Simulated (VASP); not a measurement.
Write the native input for VASP 6.6.1 that does the following.

| Item | Value |
| --- | --- |
| Task | single point |
| Functional | LDA |
| Potentials or basis | VASP PAW LDA potentials, release 64 (Cu, Au) |
| Cutoff | 520 eV |
| k mesh | 8 × 8 × 6 |
| Occupations | gaussian, width 0.1 eV |
| Spin | no spin polarisation |
| Dipole correction | no |
| Further INCAR settings | ALGO = Normal; EDIFF = 1e-07; NBANDS = 18 |

The structure of CuAu lies in POSCAR:

```
CuAu
1.0
    2.8065733957      0.0000000000      0.0000000000
    0.0000000000      2.8065733957      0.0000000000
    0.0000000000      0.0000000000      3.5047949036
Cu Au
1 1
Direct
    0.5000000000      0.5000000000      0.5000000000
    0.0000000000      0.0000000000      0.0000000000
```

These files were run (other wordings do the same):

INCAR

```
ALGO = Normal
EDIFF = 1E-7
ENCUT = 520
ISIF = 2
ISMEAR = 0
LASPH = True
LCHARG = True
LELF = True
LREAL = False
LVHAR = True
LWAVE = False
NBANDS = 18
NELM = 100
PREC = Accurate
SIGMA = 0.1
```

KPOINTS

```
k-points
0
Gamma
  8 8 6
```

Potentials or basis: VASP PAW LDA potentials, release 64 (Cu, Au).

Launch:

```console
$ cat potpaw_LDA.64/Cu/POTCAR potpaw_LDA.64/Au/POTCAR > POTCAR
$ mpirun -np 1 vasp_std > vasp.out
```

Results of the run:

* Pressure: 0.6 GPa
* Band gap on the k mesh: zero (band 11 reaches 14.56 eV, above the bottom of band 12 at 7.10 eV)

Caveat: spin-orbit coupling is left out, which moves the levels of the heavy elements.

It took 16 s on 1 thread of Intel(R) Xeon(R) Platinum 8375C CPU @ 2.90GHz (Ice Lake), with other jobs on the host, peak memory 0.15 GiB.
